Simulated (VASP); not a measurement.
FeO: single point with PBEsol+D4

The system is FeO.

```
CELL_PARAMETERS angstrom
0.00000 2.12627 2.12627
2.12627 0.00000 2.12627
2.12627 2.12627 0.00000
ATOMIC_POSITIONS crystal
Fe 0.00000 0.00000 0.00000
O 0.50000 0.50000 0.50000
```

| Property | Result |
| --- | --- |
| Program | VASP 6.6.1 |
| Task | single point |
| Functional | PBEsol |
| Dispersion | D4 |
| Potentials or basis | VASP PAW PBE potentials, release 64 (Fe_sv, O) |
| Cutoff | 700 eV |
| k mesh | 11 × 11 × 11 |
| Occupations | fermi-dirac, width 0.05 eV |
| Spin | collinear spin, ferromagnetic start |
| Starting moments | [3.0, 0.0] μB |

The pressure is -3.9 GPa and the band gap on the k mesh is zero (filled and empty bands overlap). The net moment is 4.00 μB per cell. The site moments are Fe +3.46; O +0.31 μB. The valence electrons inside the program's atomic spheres are Fe 13.63; O 4.99 and the dispersion energy per atom is -0.142 eV.

Levels at points of the mesh, in eV from the Fermi level:
Spin up:
```csv
k point,band 9,band 10,band 11,band 12,band 13,band 14,band 15,band 16,band 17,band 18
"(0.00, 0.00, 0.00)",-3.93,-3.93,-3.93,-3.67,-3.67,0.17,15.16,17.14,17.14,17.14
```
Spin down:
```csv
k point,band 6,band 7,band 8,band 9,band 10,band 11,band 12,band 13
"(0.00, 0.00, 0.00)",-3.45,-3.45,-3.45,-0.80,-0.80,-0.80,0.12,0.12
```

It took 44 s on 1 thread of Intel(R) Xeon(R) 6975P-C (Granite Rapids) (shared host), peak memory 0.21 GiB.

Caveat: the cell stands under tension; the PAW data sets were made with another functional, which shifts forces and pressure a little; a cell with one magnetic atom can't hold antiferromagnetic order, which such compounds often take; semilocal functionals often make such compounds metallic where correlation or magnetic order opens a gap, which also shifts bond lengths. With open d or f shells a metallic result of PBEsol can be an artefact of self-interaction; +U or a hybrid may open a gap.
